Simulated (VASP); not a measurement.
# Zn (Im-3m) in VASP: a series of runs

Aim: see how the results for Zn move with the level of theory and the settings. Levels: BLYP+D4, r2SCAN. Tasks: relaxation of cell and atoms, single point.

Program: VASP 6.6.1. These are calculated values, not measurements. Logs are shortened: lines on timing, memory, paths and dates and some standing lists are left out, and cuts for length are marked.

### 1 The cell of the first run

Symmetry: Im-3m, No. 229, cubic system. Conventional cell: a = 3.138 Å, b = 3.138 Å, c = 3.138 Å, α = 90.00°, β = 90.00°, γ = 90.00°. Within 3.6 Å of Zn (site symmetry m-3m) lie 14 Zn at 2.72 to 3.14 Å.

### 2 Relaxation of cell and atoms, BLYP+D4

The input, INCAR:

```
PREC = Accurate
ENCUT = 600
EDIFF = 1E-6
ISMEAR = -1
SIGMA = 0.05
LREAL = False
LASPH = True
NELM = 100
ALGO = Normal
ISIF = 3
LWAVE = False
LCHARG = False
GGA = B5
ALDAX = 1.0
AGGAX = 1.0
AGGAC = 1.0
ALDAC = 0.0
IVDW = 13
VDW_S6 = 1.0
VDW_S8 = 2.34076671
VDW_A1 = 0.44488865
VDW_A2 = 4.0933009
IBRION = 2
NSW = 60
EDIFFG = -0.01
```

The input, KPOINTS:

```
Automatic mesh
0
Gamma
  12 12 12
```

The input, POSCAR:

```
Zn
1.0
   -1.5690370000      1.5690370000      1.5690370000
    1.5690370000     -1.5690370000      1.5690370000
    1.5690370000      1.5690370000     -1.5690370000
Zn
1
Direct
    0.0000000000      0.0000000000      0.0000000000
```

Potentials or basis: VASP PAW PBE potentials, release 64 (Zn).

Run with:

```console
> cat potpaw_PBE.64/Zn/POTCAR > POTCAR
> mpirun -np 1 vasp_std > vasp.out
```

OUTCAR:

```text
PREC = Accurate
   ENCUT = 600
   EDIFF = 1E-6
   ISMEAR = -1
   LREAL = False
   LASPH = True
   NELM = 100
   ISIF = 3
   GGA = B5
   IVDW = 13
   IBRION = 2
   NSW = 60
   EDIFFG = -0.01

 ion  position               nearest neighbor table
   1  0.000  0.000  0.000-

  LATTYP: Found a body centered cubic cell.
 ALAT       =     3.1380740000

  Lattice vectors:

 A1 = (  -1.5690370000,   1.5690370000,   1.5690370000)
 A2 = (   1.5690370000,  -1.5690370000,   1.5690370000)
 A3 = (   1.5690370000,   1.5690370000,  -1.5690370000)

Analysis of symmetry for initial positions (statically):
=====================================================================
 Subroutine PRICEL returns:
 Original cell was already a primitive cell.

 Routine SETGRP: Setting up the symmetry group for a
 body centered cubic supercell.

 Subroutine GETGRP returns: Found 48 space group operations
 (whereof 48 operations were pure point group operations)
 out of a pool of 48 trial point group operations.

The static configuration has the point symmetry O_h .

Analysis of symmetry for dynamics (positions and initial velocities):
=====================================================================
 Subroutine PRICEL returns:
 Original cell was already a primitive cell.

 Routine SETGRP: Setting up the symmetry group for a
 body centered cubic supercell.

 Subroutine GETGRP returns: Found 48 space group operations
 (whereof 48 operations were pure point group operations)
 out of a pool of 48 trial point group operations.

The dynamic configuration has the point symmetry O_h .

 Subroutine INISYM returns: Found 48 space group operations
 (whereof 48 operations are pure point group operations),
 and found     1 'primitive' translations

----------------------------------------------------------------------------------------

                                     Primitive cell

  volume of cell :      15.4511

  direct lattice vectors                    reciprocal lattice vectors
    -1.569037000  1.569037000  1.569037000     0.000000000  0.318666800  0.318666800
     1.569037000 -1.569037000  1.569037000     0.318666800  0.000000000  0.318666800
     1.569037000  1.569037000 -1.569037000     0.318666800  0.318666800  0.000000000

  length of vectors
     2.717651803  2.717651803  2.717651803     0.450662911  0.450662911  0.450662911

  position of ions in fractional coordinates (direct lattice)
     0.000000000  0.000000000  0.000000000

  ion indices of the primitive-cell ions
   primitive index   ion index
                 1           1

----------------------------------------------------------------------------------------

 KPOINTS: Automatic mesh

Automatic generation of k-mesh.
 Grid dimensions read from file:
 generate k-points for:   12   12   12

 Generating k-lattice:

  Cartesian coordinates                     Fractional coordinates (reciprocal lattice)
     0.000000000  0.026555567  0.026555567     0.083333333  0.000000000  0.000000000
     0.026555567  0.000000000  0.026555567     0.000000000  0.083333333  0.000000000
     0.026555567  0.026555567  0.000000000     0.000000000  0.000000000  0.083333333

  Length of vectors
     0.037555243  0.037555243  0.037555243

  Shift w.r.t. Gamma in fractional coordinates (k-lattice)
     0.000000000  0.000000000  0.000000000

 Subroutine IBZKPT returns following result:
 ===========================================

 Found     72 irreducible k-points:

 Following reciprocal coordinates:
            Coordinates               Weight
  0.000000  0.000000  0.000000      1.000000
  0.083333  0.000000  0.000000     12.000000
  0.166667  0.000000  0.000000     12.000000
  0.250000  0.000000  0.000000     12.000000
  0.333333  0.000000  0.000000     12.000000
  0.416667  0.000000  0.000000     12.000000
[... 16 lines left out ...]
  0.333333  0.083333  0.083333     24.000000
  0.416667  0.083333  0.083333     12.000000
 [... further k-points ...]
   k-points           NKPTS =     72   k-points in BZ     NKDIM =     72   number of bands    NBANDS=     10
   number of dos      NEDOS =    301   number of ions     NIONS =      1
   total plane-waves  NPLWV =  13824
   dimension x,y,z NGX =    24 NGY =   24 NGZ =   24
   dimension x,y,z NGXF=    48 NGYF=   48 NGZF=   48
   ions per type =               1
   NGX,Y,Z   is equivalent  to a cutoff of  14.68, 14.68, 14.68 a.u.
   NGXF,Y,Z  is equivalent  to a cutoff of  29.36, 29.36, 29.36 a.u.
 SYSTEM =  unknown system
   PREC   = accura    normal or accurate (medium, high low for compatibility)
   ISTART =      0    job   : 0-new  1-cont  2-samecut
   ICHARG =      2    charge: 1-file 2-atom 10-const
   ISPIN  =      1    spin polarized calculation?
   LNONCOLLINEAR =      F non collinear calculations
   LSORBIT =      F    spin-orbit coupling
   LASPH  =      T    aspherical Exc in radial PAW
   ENCUT  =  600.0 eV  44.10 Ry    6.64 a.u.   5.43  5.43  5.43*2*pi/ulx,y,z
   NELM   =    100;   NELMIN=  2; NELMDL= -5     # of ELM steps
   EDIFF  = 0.1E-05   stopping-criterion for ELM
   LREAL  =      F    real-space projection
   EDIFFG = -.1E-01   stopping-criterion for IOM
   NSW    =     60    number of steps for IOM
   IBRION =      2    ionic relax: 0-MD 1-quasi-New 2-CG
   NFREE  =      1    steps in history (QN), initial steepest desc. (CG)
   ISIF   =      3    stress and relaxation
   ISYM   =      2    0-nonsym 1-usesym 2-fastsym
   POTIM  = 0.5000    time-step for ionic-motion
   TEBEG  =    0.0;   TEEND  =   0.0 temperature during run
   PSTRESS=    0.0 pullay stress
   NELECT =      12.0000    total number of electrons
   NUPDOWN=      -1.0000    fix difference up-down
   EMIN   =  10.00;   EMAX   =-10.00  energy-range for DOS
   EFERMI =   0.00;   METHOD = LEGACY
   ISMEAR =    -1;   SIGMA  =   0.05  broadening in eV -4-tet -1-fermi 0-gaus
   EFERMI_NEDOS =   21; number of points for ismear=-14 and -15
   IALGO  =     38    algorithm
   IMIX   =      4    mixing-type and parameters
     AMIX     =   0.40;   BMIX     =  1.00
     AMIX_MAG =   1.60;   BMIX_MAG =  1.00
  volume/ion in A,a.u.               =      15.45       104.27
  Fermi-wavevector in a.u.,A,eV,Ry     =   1.504811  2.843681 30.809811  2.264457
  Thomas-Fermi vector in A             =   2.615742
   LORBIT       =      0    0 simple, 1 ext, 2 COOP (PROOUT), +10 PAW based schemes
   GGA     = B5    functional components
   LHFCALC =     F    Hartree Fock is set to
   AEXX    =    0.0000 exact exchange contribution
   IVDW    =    13    specifies the selected vdW correction
   LEPSILON=     F    determine dielectric tensor
   LRPA    =     F    only Hartree local field effects (RPA)
 conjugate gradient relaxation of ions
 non-spin polarized calculation
  energy-cutoff  :      600.00
  volume of cell :       15.45
 maximum number of plane-waves:       533
 NGX is ok and might be reduce to    24
   NGX = 11   NGY = 11   NGZ = 11

 number of electron      11.9999995 magnetization

 Free energy of the ion-electron system (eV)
  ---------------------------------------------------
  ext. energy  EPLUGINS =         0.00000000
  ---------------------------------------------------
  free energy    TOTEN  =        -0.25274700 eV

  energy without entropy =       -0.24977696  energy(sigma->0) =       -0.25126198

 E-fermi :   3.5160     XC(G=0): -10.9363

 val. band max:        3.4973238868   @ k =   0.5000   0.5000   0.2500
 cond. band min:       3.6712954920   @ k =   0.3333   0.1667   0.1667
 fundamental gap:      0.1739716052
 Fermi energy:         3.5159902564

 k-point     1 :       0.0000    0.0000    0.0000
  band No.  band energies     occupation
      1      -6.7399      2.00000
      2      -4.3817      2.00000
      3      -4.3817      2.00000
      4      -4.3817      2.00000
      5      -3.8845      2.00000
      6      -3.8845      2.00000
      7      22.1170      0.00000
      8      22.1170      0.00000
      9      22.1170      0.00000
     10      24.6466      0.00000

 k-point     2 :       0.0833    0.0000    0.0000
  band No.  band energies     occupation
      1      -6.5217      2.00000
      2      -4.4015      2.00000
      3      -4.3759      2.00000
      4      -4.3307      2.00000
      5      -3.9028      2.00000
      6      -3.8834      2.00000
      7      19.6344      0.00000
      8      20.8081      0.00000
      9      21.3741      0.00000
     10      23.0770      0.00000

 k-point     3 :       0.1667    0.0000    0.0000
  band No.  band energies     occupation
      1      -5.8999      2.00000
      2      -4.4553      2.00000
      3      -4.3399      2.00000
      4      -4.1882      2.00000
      5      -3.9378      2.00000
      6      -3.8797      2.00000
      7      15.5300      0.00000
      8      18.8294      0.00000
      9      19.8054      0.00000
     10      21.6453      0.00000

 k-point     4 :       0.2500    0.0000    0.0000
  band No.  band energies     occupation
      1      -5.1504      2.00000
      2      -4.5285      2.00000
      3      -4.0274      2.00000
      4      -3.9860      2.00000
      5      -3.9456      2.00000
      6      -3.8733      2.00000
      7      11.5736      0.00000
      8      17.0853      0.00000
      9      18.3307      0.00000
     10      20.4757      0.00000
[... 222 lines left out ...]
 k-point    22 :       0.2500    0.0833    0.0833
  band No.  band energies     occupation
      1      -4.7726      2.00000
      2      -4.6032      2.00000
      3      -4.0710      2.00000
      4      -3.9200      2.00000
      5      -3.8679      2.00000
      6      -2.1534      2.00000
      7       8.3296      0.00000
      8      12.9372      0.00000
      9      13.7265      0.00000
     10      23.8929      0.00000

 k-point    23 :       0.3333    0.0833    0.0833
  band No.  band energies     occupation
      1      -4.8306      2.00000
      2      -4.6502      2.00000
      3      -3.9046      2.00000
      4      -3.8572      2.00000
      5      -3.8443      2.00000
      6      -0.2481      2.00000
      7       5.1148      0.00000
      8      12.1968      0.00000
      9      13.0995      0.00000
     10      23.3449      0.00000

 k-point    24 :       0.4167    0.0833    0.0833
  band No.  band energies     occupation
      1      -4.8579      2.00000
      2      -4.6668      2.00000
      3      -3.8959      2.00000
      4      -3.8537      2.00000
      5      -3.7706      2.00000
      6       1.7125      2.00000
      7       2.7265      2.00000
      8      11.9452      0.00000
      9      12.8891      0.00000
     10      23.1599      0.00000

 [... further k-points ...]

------------------------ aborting loop because EDIFF is reached ----------------------------------------

  DFT-D4 for vdW energy calculation

  Edisp (eV):   -0.60175

  FORCE on cell =-STRESS in cart. coord.  units (eV):
  Direction    XX          YY          ZZ          XY          YZ          ZX
  --------------------------------------------------------------------------------------
  -------------------------------------------------------------------------------------
  Total       0.00372     0.00372     0.00372    -0.00000    -0.00000     0.00000
  in kB       0.38541     0.38541     0.38541    -0.00000    -0.00000     0.00000
  external pressure =        0.39 kB  Pullay stress =        0.00 kB

 VOLUME and BASIS-vectors are now :
 -----------------------------------------------------------------------------
  energy-cutoff  :      600.00
  volume of cell :       15.45
      direct lattice vectors                 reciprocal lattice vectors
    -1.569037000  1.569037000  1.569037000     0.000000000  0.318666800  0.318666800
     1.569037000 -1.569037000  1.569037000     0.318666800  0.000000000  0.318666800
     1.569037000  1.569037000 -1.569037000     0.318666800  0.318666800  0.000000000

 POSITION                                       TOTAL-FORCE (eV/Angst)
 -----------------------------------------------------------------------------------
      0.00000      0.00000      0.00000        -0.000000      0.000000      0.000000
 -----------------------------------------------------------------------------------
    total drift:                               -0.000000      0.000000      0.000000

  FREE ENERGIE OF THE ION-ELECTRON SYSTEM (eV)
  ---------------------------------------------------
  free  energy   TOTEN  =        -0.8544959465 eV

  energy  without entropy=       -0.8515259123  energy(sigma->0) =       -0.85301093

 reached required accuracy - stopping structural energy minimisation
```

It took 11 s on 1 thread of AMD EPYC 9R45 (Zen 5), shared host; peak memory 0.11 GiB.

What came out:

```
Free energy                : -0.8545 eV
Pressure after relaxing    : 0.0 GPa
Band gap on the k mesh     : zero (band 6 reaches 7.70 eV, above the bottom of band 7 at 2.44 eV)
Dispersion energy per atom : -0.602 eV
```

Final structure:
```
Zn
1.0
    -1.56904    1.56904    1.56904
     1.56904   -1.56904    1.56904
     1.56904    1.56904   -1.56904
Zn
1
Direct
  0.00000 0.00000 0.00000
```

Caveat: the relaxation stopped at its first step, so nothing moved; the PAW data sets were made with another functional, which shifts forces and pressure a little; pairwise dispersion overbinds metals, which lowers pressure and volume.

### 3 Single point, r2SCAN

This run uses another cell than the first one, of 16.07 Å³/atom, 1.040 times its volume.

The input, POSCAR:

```
Zn
1.0
   -1.5896845915      1.5896845915      1.5896845915
    1.5896845915     -1.5896845915      1.5896845915
    1.5896845915      1.5896845915     -1.5896845915
Zn
1
Direct
    0.0000000000      0.0000000000      0.0000000000
```

The input, INCAR.step1:

```
PREC = Accurate
ENCUT = 520
ISMEAR = -1
SIGMA = 0.05
LREAL = F
LASPH = T
NELM = 100
NBANDS = 12
GGA = PE
ALGO = Normal
EDIFF = 1E-4
LWAVE = T
LCHARG = F
```

The input, INCAR.step2:

```
PREC = Accurate
ENCUT = 520
EDIFF = 1E-7
ISMEAR = -1
SIGMA = 0.05
LREAL = F
LASPH = T
NELM = 100
ALGO = Normal
ISIF = 2
LWAVE = F
LCHARG = T
METAGGA = R2SCAN
LMIXTAU = T
LELF = T
LVHAR = T
NBANDS = 12
ISTART = 1
```

The input, KPOINTS:

```
regular mesh
0
Gamma
  12 12 12
```

Potentials or basis: VASP PAW PBE potentials, release 64 (Zn).

Run with:

```console
> cat potpaw_PBE.64/Zn/POTCAR > POTCAR
> cp INCAR.step1 INCAR
> mpirun -np 1 vasp_std > vasp.out
> cp INCAR.step2 INCAR
> mpirun -np 1 vasp_std > vasp.out
```

Run time: 38 s. Hardware: 1 thread of Intel Xeon Platinum 8375C at 2.90GHz (Ice Lake), shared host; peak memory 0.13 GiB.

Results (log left out):

```
Free energy            : -8.7568 eV
Pressure               : -6.9 GPa
Band gap on the k mesh : zero (band 6 reaches 7.07 eV, above the bottom of band 7 at 1.68 eV)
```

Levels at points of the mesh, in eV from the Fermi level:
```
           k point  band 4  band 5  band 6  band 7  band 8  band 9
(0.00, 0.00, 0.00)   -7.96   -7.49   -7.49   19.49   19.49   19.49
(0.50, 0.00, 0.00)   -7.46   -7.18   -2.66   -0.99   11.68   13.12
(0.50, 0.50, 0.50)   -7.25   -7.25    4.40    4.40    4.40    7.72
```

Caveat: the PAW data sets were made with another functional, which shifts forces and pressure a little.
